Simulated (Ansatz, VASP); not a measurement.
## TiH5 in VASP and in Ansatz

Contents of INCAR:

```
PREC     = Accurate       # precision mode
ENCUT    = 600            # plane-wave cutoff, eV
EDIFF    = 1E-6           # SCF threshold, eV
ISMEAR   = 0              # smearing method
SIGMA    = 0.1            # smearing width, eV
LREAL    = F              # projectors in reciprocal space
LASPH    = T              # aspherical terms in the spheres
NELM     = 100            # most SCF steps
ALGO     = Normal         # electronic algorithm
ISIF     = 3              # what is computed and relaxed
LWAVE    = F              # write WAVECAR
LCHARG   = F              # write CHGCAR
GGA      = PE             # functional
IBRION   = 2              # ionic algorithm
NSW      = 100            # ionic steps
EDIFFG   = -0.01          # ionic threshold
```

The input KPOINTS:

```
Automatic mesh
0
Gamma
  12 12 6
```

File POSCAR:

```
TiH5
1.0
    3.0497379512      0.0000000000      0.0000000000
   -1.5112469661      2.6500304909      0.0000000000
   -1.1349411062     -0.9148038307      5.7506770899
Ti H
1 5
Direct
    0.1542540752      0.9042995497      0.0828393073
    0.5279760507      0.5974505214      0.1595826542
    0.7392326639      0.1873127487      0.9353735705
    0.9160947932      0.3038944836      0.2636347362
    0.8877425678      0.8561416597      0.7399365251
    0.0470050593      0.7152386269      0.7391703966
```

Input for Ansatz:

```yaml
crystal:
  lattice:
    - [3.0497379512, 0.0, 0.0]
    - [-1.5112469661, 2.6500304909, 0.0]
    - [-1.1349411062, -0.9148038307, 5.7506770899]
  atoms:
    - { symbol: Ti, position: [0.1542540752, 0.9042995497, 0.0828393073] }
    - { symbol: H, position: [0.5279760507, 0.5974505214, 0.1595826542] }
    - { symbol: H, position: [0.7392326639, 0.1873127487, 0.9353735705] }
    - { symbol: H, position: [0.9160947932, 0.3038944836, 0.2636347362] }
    - { symbol: H, position: [0.8877425678, 0.8561416597, 0.7399365251] }
    - { symbol: H, position: [0.0470050593, 0.7152386269, 0.7391703966] }
basis:
  ecutwfc: 420
kpoints:
  mp_grid: { grid: [12, 12, 6] }
hamiltonian:
  xc: pbe
scf:
  occupations: { method: gaussian, width: 0.1 }
output:
  forces: true
  stress: true
  eigenvalues: true
relax:
  adjacent_minimum: "off"
  f_tol: 0.01
  max_steps: 80
  cell: { stress_tol: 0.05 }
```

Alike in both runs: task relaxation of cell and atoms; functional PBE; k mesh 12 × 12 × 6; occupations gaussian, width 0.1 eV; no spin polarisation.

|  | VASP | Ansatz |
| --- | --- | --- |
| version | VASP 6.6.1 | Ansatz 0.2.0 |
| potentials or method | VASP PAW PBE potentials, release 64 (Ti_sv, H), cutoff 600 eV | scalar-relativistic, plane waves, PAW |
| valence electrons in the cell | 17 | 17 |

Ansatz gave:

* gap on the k mesh at the Fermi level, each at its own relaxed structure (eV): none
* relaxed volume (Å³/atom): 7.94
* relaxed cell length with the largest relative difference (Å): 6.024

Problem. Estimate VASP's values.

Solution. gap on the k mesh at the Fermi level, each at its own relaxed structure (eV): none; relaxed volume (Å³/atom): 7.74; relaxed cell length with the largest relative difference (Å): 5.884.

A gap of «none» marks a metal or a gap that the smearing closes.
